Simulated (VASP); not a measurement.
# Re (Im-3m) in VASP: a series of runs

Runs on Re. Level: r2SCAN. Tasks: single point.

All numbers are computed with VASP 6.6.1; they aren't measurements. Logs are shortened: lines on timing, memory, paths and dates and some standing lists are left out, and cuts for length are marked.

## (1) The cell of the first run

Symmetry: Im-3m, No. 229, cubic system. Conventional cell: a = 3.096 Å, b = 3.096 Å, c = 3.096 Å, α = 90.00°, β = 90.00°, γ = 90.00°. Re (site symmetry m-3m) has 14 Re at 2.68 to 3.10 Å within 3.5 Å.

This isn't the form of Re at room conditions, which is hcp.

## (2) Single point, r2SCAN

Contents of POSCAR:

```
Re
1.0
   -1.5478788901      1.5478788901      1.5478788901
    1.5478788901     -1.5478788901      1.5478788901
    1.5478788901      1.5478788901     -1.5478788901
Re
1
Direct
    0.0000000000      0.0000000000      0.0000000000
```

Contents of INCAR.step1:

```
PREC = Accurate
ENCUT = 660
ISMEAR = -1
SIGMA = 0.1
LREAL = False
LASPH = True
NELM = 120
NBANDS = 10
GGA = PE
ALGO = Normal
EDIFF = 1E-5
LWAVE = True
LCHARG = False
GGA_COMPAT = False
```

Contents of INCAR.step2:

```
PREC = Accurate
ENCUT = 660
EDIFF = 1E-6
ISMEAR = -1
SIGMA = 0.1
LREAL = False
LASPH = True
NELM = 120
ALGO = Normal
ISIF = 2
LWAVE = False
LCHARG = False
METAGGA = R2SCAN
LMIXTAU = True
NBANDS = 10
ISTART = 1
GGA_COMPAT = False
```

Contents of KPOINTS:

```
Automatic mesh
0
Gamma
  14 14 14
```

Potentials or basis: VASP PAW PBE potentials, release 64 (Re).

Run with:

```sh
$ cat potpaw_PBE.64/Re/POTCAR > POTCAR
$ cp INCAR.step1 INCAR
$ mpirun -np 1 vasp_std > vasp.out
$ cp INCAR.step2 INCAR
$ mpirun -np 1 vasp_std > vasp.out
```

OUTCAR:

```text
PREC = Accurate
   ENCUT = 660
   EDIFF = 1E-6
   ISMEAR = -1
   LREAL = False
   LASPH = True
   NELM = 120
   ISIF = 2
   METAGGA = R2SCAN
   ISTART = 1

 ion  position               nearest neighbor table
   1  0.000  0.000  0.000-

  LATTYP: Found a body centered cubic cell.
 ALAT       =     3.0957577802

  Lattice vectors:

 A1 = (  -1.5478788901,   1.5478788901,   1.5478788901)
 A2 = (   1.5478788901,  -1.5478788901,   1.5478788901)
 A3 = (   1.5478788901,   1.5478788901,  -1.5478788901)

Analysis of symmetry for initial positions (statically):
=====================================================================
 Subroutine PRICEL returns:
 Original cell was already a primitive cell.

 Routine SETGRP: Setting up the symmetry group for a
 body centered cubic supercell.

 Subroutine GETGRP returns: Found 48 space group operations
 (whereof 48 operations were pure point group operations)
 out of a pool of 48 trial point group operations.

The static configuration has the point symmetry O_h .

Analysis of symmetry for dynamics (positions and initial velocities):
=====================================================================
 Subroutine PRICEL returns:
 Original cell was already a primitive cell.

 Routine SETGRP: Setting up the symmetry group for a
 body centered cubic supercell.

 Subroutine GETGRP returns: Found 48 space group operations
 (whereof 48 operations were pure point group operations)
 out of a pool of 48 trial point group operations.

The dynamic configuration has the point symmetry O_h .

 Subroutine INISYM returns: Found 48 space group operations
 (whereof 48 operations are pure point group operations),
 and found     1 'primitive' translations

----------------------------------------------------------------------------------------

                                     Primitive cell

  volume of cell :      14.8344

  direct lattice vectors                    reciprocal lattice vectors
    -1.547878890  1.547878890  1.547878890     0.000000000  0.323022688  0.323022688
     1.547878890 -1.547878890  1.547878890     0.323022688  0.000000000  0.323022688
     1.547878890  1.547878890 -1.547878890     0.323022688  0.323022688  0.000000000

  length of vectors
     2.681004882  2.681004882  2.681004882     0.456823067  0.456823067  0.456823067

  position of ions in fractional coordinates (direct lattice)
     0.000000000  0.000000000  0.000000000

  ion indices of the primitive-cell ions
   primitive index   ion index
                 1           1

----------------------------------------------------------------------------------------

 KPOINTS: Automatic mesh

Automatic generation of k-mesh.
 Grid dimensions read from file:
 generate k-points for:   14   14   14

 Generating k-lattice:

  Cartesian coordinates                     Fractional coordinates (reciprocal lattice)
     0.000000000  0.023073049  0.023073049     0.071428571  0.000000000  0.000000000
     0.023073049  0.000000000  0.023073049     0.000000000  0.071428571  0.000000000
     0.023073049  0.023073049  0.000000000     0.000000000  0.000000000  0.071428571

  Length of vectors
     0.032630219  0.032630219  0.032630219

  Shift w.r.t. Gamma in fractional coordinates (k-lattice)
     0.000000000  0.000000000  0.000000000

 Subroutine IBZKPT returns following result:
 ===========================================

 Found    104 irreducible k-points:

 Following reciprocal coordinates:
            Coordinates               Weight
  0.000000  0.000000  0.000000      1.000000
  0.071429  0.000000  0.000000     12.000000
  0.142857  0.000000  0.000000     12.000000
  0.214286  0.000000  0.000000     12.000000
  0.285714  0.000000  0.000000     12.000000
  0.357143  0.000000  0.000000     12.000000
[... 16 lines left out ...]
  0.285714  0.285714  0.000000     24.000000
  0.357143  0.285714  0.000000     24.000000
 [... further k-points ...]
   k-points           NKPTS =    104   k-points in BZ     NKDIM =    104   number of bands    NBANDS=     10
   number of dos      NEDOS =    301   number of ions     NIONS =      1
   total plane-waves  NPLWV =  13824
   dimension x,y,z NGX =    24 NGY =   24 NGZ =   24
   dimension x,y,z NGXF=    48 NGYF=   48 NGZF=   48
   ions per type =               1
   NGX,Y,Z   is equivalent  to a cutoff of  14.88, 14.88, 14.88 a.u.
   NGXF,Y,Z  is equivalent  to a cutoff of  29.76, 29.76, 29.76 a.u.
 SYSTEM =  unknown system
   PREC   = accura    normal or accurate (medium, high low for compatibility)
   ISTART =      1    job   : 0-new  1-cont  2-samecut
   ICHARG =      0    charge: 1-file 2-atom 10-const
   ISPIN  =      1    spin polarized calculation?
   LNONCOLLINEAR =      F non collinear calculations
   LSORBIT =      F    spin-orbit coupling
   LASPH  =      T    aspherical Exc in radial PAW
   ENCUT  =  660.0 eV  48.51 Ry    6.96 a.u.   5.62  5.62  5.62*2*pi/ulx,y,z
   NELM   =    120;   NELMIN=  2; NELMDL=  0     # of ELM steps
   EDIFF  = 0.1E-05   stopping-criterion for ELM
   LREAL  =      F    real-space projection
   EDIFFG = 0.1E-04   stopping-criterion for IOM
   NSW    =      0    number of steps for IOM
   IBRION =     -1    ionic relax: 0-MD 1-quasi-New 2-CG
   NFREE  =      0    steps in history (QN), initial steepest desc. (CG)
   ISIF   =      2    stress and relaxation
   ISYM   =      2    0-nonsym 1-usesym 2-fastsym
   POTIM  = 0.5000    time-step for ionic-motion
   TEBEG  =    0.0;   TEEND  =   0.0 temperature during run
   PSTRESS=    0.0 pullay stress
   NELECT =       7.0000    total number of electrons
   NUPDOWN=      -1.0000    fix difference up-down
   EMIN   =  10.00;   EMAX   =-10.00  energy-range for DOS
   EFERMI =   0.00;   METHOD = LEGACY
   ISMEAR =    -1;   SIGMA  =   0.10  broadening in eV -4-tet -1-fermi 0-gaus
   EFERMI_NEDOS =   21; number of points for ismear=-14 and -15
   IALGO  =     38    algorithm
   IMIX   =      4    mixing-type and parameters
     AMIX     =   0.40;   BMIX     =  1.00
     AMIX_MAG =   1.60;   BMIX_MAG =  1.00
  volume/ion in A,a.u.               =      14.83       100.11
  Fermi-wavevector in a.u.,A,eV,Ry     =   1.274531  2.408515 22.101716  1.624430
  Thomas-Fermi vector in A             =   2.407294
   LORBIT       =      0    0 simple, 1 ext, 2 COOP (PROOUT), +10 PAW based schemes
   METAGGA = R2SCAN    functional components
   LHFCALC =     F    Hartree Fock is set to
   AEXX    =    0.0000 exact exchange contribution
   IVDW    =     0    specifies the selected vdW correction
   LEPSILON=     F    determine dielectric tensor
   LRPA    =     F    only Hartree local field effects (RPA)
 non-spin polarized calculation
  energy-cutoff  :      660.00
  volume of cell :       14.83
 maximum number of plane-waves:       603
   NGX = 11   NGY = 11   NGZ = 11

 number of electron       7.0000000 magnetization

 Free energy of the ion-electron system (eV)
  ---------------------------------------------------
  ext. energy  EPLUGINS =         0.00000000
  ---------------------------------------------------
  free energy    TOTEN  =       -52.19183784 eV

  energy without entropy =      -52.15744864  energy(sigma->0) =      -52.17464324

 E-fermi :   8.6173     XC(G=0): -14.9379

 val. band max:        8.6007854291   @ k =   0.1429   0.0714   0.0000
 cond. band min:       8.6233427172   @ k =  -0.2857   0.5000   0.0714
 fundamental gap:      0.0225572881
 Fermi energy:         8.6173029232

 k-point     1 :       0.0000    0.0000    0.0000
  band No.  band energies     occupation
      1      -2.7012      2.00000
      2       5.6930      2.00000
      3       5.6930      2.00000
      4       5.6930      2.00000
      5       9.4870      0.00033
      6       9.4870      0.00033
      7      24.8310      0.00000
      8      24.8310      0.00000
      9      24.8310      0.00000
     10      37.3144      0.00000

 k-point     2 :       0.0714    0.0000    0.0000
  band No.  band energies     occupation
      1      -2.4415      2.00000
      2       5.5475      2.00000
      3       5.6673      2.00000
      4       5.9419      2.00000
      5       9.2701      0.00292
      6       9.4926      0.00032
      7      25.0260      0.00000
      8      25.2666      0.00000
      9      25.3620      0.00000
     10      35.3207      0.00000

 k-point     3 :       0.1429    0.0000    0.0000
  band No.  band energies     occupation
      1      -1.7094      2.00000
      2       5.1614      2.00000
      3       5.5402      2.00000
      4       6.6735      2.00000
      5       8.8777      0.13776
      6       9.5241      0.00023
      7      25.3832      0.00000
      8      26.4603      0.00000
      9      26.5151      0.00000
     10      32.9955      0.00000

 k-point     4 :       0.2143    0.0000    0.0000
  band No.  band energies     occupation
      1      -0.6744      2.00000
      2       4.6507      2.00000
      3       5.3159      2.00000
      4       7.8395      1.99916
      5       8.7351      0.47084
      6       9.6124      0.00010
      7      25.1387      0.00000
      8      26.5012      0.00000
      9      28.4331      0.00000
     10      32.1879      0.00000
[... 222 lines left out ...]
 k-point    22 :       0.3571    0.2143    0.0000
  band No.  band energies     occupation
      1       2.0915      2.00000
      2       3.7298      2.00000
      3       5.6416      2.00000
      4       9.2308      0.00432
      5      10.5050      0.00000
      6      15.8909      0.00000
      7      17.7835      0.00000
      8      22.0011      0.00000
      9      25.6468      0.00000
     10      32.5025      0.00000

 k-point    23 :       0.2857    0.2857    0.0000
  band No.  band energies     occupation
      1       2.4646      2.00000
      2       3.9259      2.00000
      3       4.9969      2.00000
      4       9.3804      0.00097
      5      10.2599      0.00000
      6      16.3333      0.00000
      7      17.8549      0.00000
      8      21.5889      0.00000
      9      26.2622      0.00000
     10      31.5322      0.00000

 k-point    24 :       0.3571    0.2857    0.0000
  band No.  band energies     occupation
      1       2.5485      2.00000
      2       4.0918      2.00000
      3       4.8908      2.00000
      4       9.6398      0.00007
      5      10.2231      0.00000
      6      16.7752      0.00000
      7      17.9855      0.00000
      8      20.3879      0.00000
      9      26.6396      0.00000
     10      32.2356      0.00000

 [... further k-points ...]
[... 5 lines left out ...]
  --------------------------------------------------------------------------------------
  -------------------------------------------------------------------------------------
  Total        0.0232032      0.0232032      0.0232032      0.0000000     -0.0000000      0.0000000
  in kB        2.5060381      2.5060381      2.5060381      0.0000000     -0.0000000      0.0000000
  external PRESSURE =       2.5060381 kB  Pullay stress =       0.0000000 kB

 VOLUME and BASIS-vectors are now :
 -----------------------------------------------------------------------------
  energy-cutoff  :      660.00
  volume of cell :       14.83
      direct lattice vectors                 reciprocal lattice vectors
    -1.547878890  1.547878890  1.547878890     0.000000000  0.323022688  0.323022688
     1.547878890 -1.547878890  1.547878890     0.323022688  0.000000000  0.323022688
     1.547878890  1.547878890 -1.547878890     0.323022688  0.323022688  0.000000000

 POSITION                                       TOTAL-FORCE (eV/Angst)
 -----------------------------------------------------------------------------------
      0.00000      0.00000      0.00000        -0.000000     -0.000000      0.000000
 -----------------------------------------------------------------------------------
    total drift:                               -0.000000      0.000000     -0.000000

  FREE ENERGIE OF THE ION-ELECTRON SYSTEM (eV)
  ---------------------------------------------------
  free  energy   TOTEN  =       -52.1918378442 eV

  energy  without entropy=      -52.1574486394  energy(sigma->0) =      -52.17464324
```

It took 27 s on 1 thread of Intel Xeon 6975P-C (Granite Rapids), shared host; peak memory 0.16 GiB.

What came out:

```
Free energy            : -52.1918 eV
Pressure               : 0.3 GPa
Band gap on the k mesh : zero (an odd number of electrons rules out a gap without spin polarisation)
```

Caveat: the PAW data sets were made with another functional, which shifts forces and pressure a little; spin-orbit coupling is left out, which moves the levels of the heavy elements.

## (3) Single point, r2SCAN (13.05 Å³/atom)

This run uses another cell than the first one, of 13.05 Å³/atom.

Contents of POSCAR:

```
Re
1.0
   -1.4833075300      1.4833075300      1.4833075300
    1.4833075300     -1.4833075300      1.4833075300
    1.4833075300      1.4833075300     -1.4833075300
Re
1
Direct
    0.0000000000      0.0000000000      0.0000000000
```

INCAR.step1 is that of step 2.

INCAR.step2 is that of step 2.

Contents of KPOINTS:

```
regular mesh
0
Gamma
  16 16 16
```

Potentials or basis: VASP PAW PBE potentials, release 64 (Re).

Run with:

```sh
$ cat potpaw_PBE.64/Re/POTCAR > POTCAR
$ cp INCAR.step1 INCAR
$ mpirun -np 1 vasp_std > vasp.out
$ cp INCAR.step2 INCAR
$ mpirun -np 1 vasp_std > vasp.out
```

It took 38 s on 1 thread of Intel Xeon 6975P-C (Granite Rapids), shared host; peak memory 0.17 GiB.

The run converged. Its results:

```
Free energy            : -51.8648 eV
Pressure               : 66.2 GPa
Band gap on the k mesh : zero (an odd number of electrons rules out a gap without spin polarisation)
```

Levels at points of the mesh, in eV from the Fermi level:
```
           k point  band 1  band 2  band 3  band 4  band 5  band 6  band 7
(0.00, 0.00, 0.00)  -12.25   -3.34   -3.34   -3.34    1.06    1.06   16.51
(0.50, 0.00, 0.00)   -9.01   -6.16    0.16    0.97    2.10    5.60   12.65
(0.50, 0.50, 0.50)   -8.76   -8.76    4.40    4.40    4.40    9.27    9.27
```

Caveat: the cell stands under pressure; the PAW data sets were made with another functional, which shifts forces and pressure a little; spin-orbit coupling is left out, which moves the levels of the heavy elements.
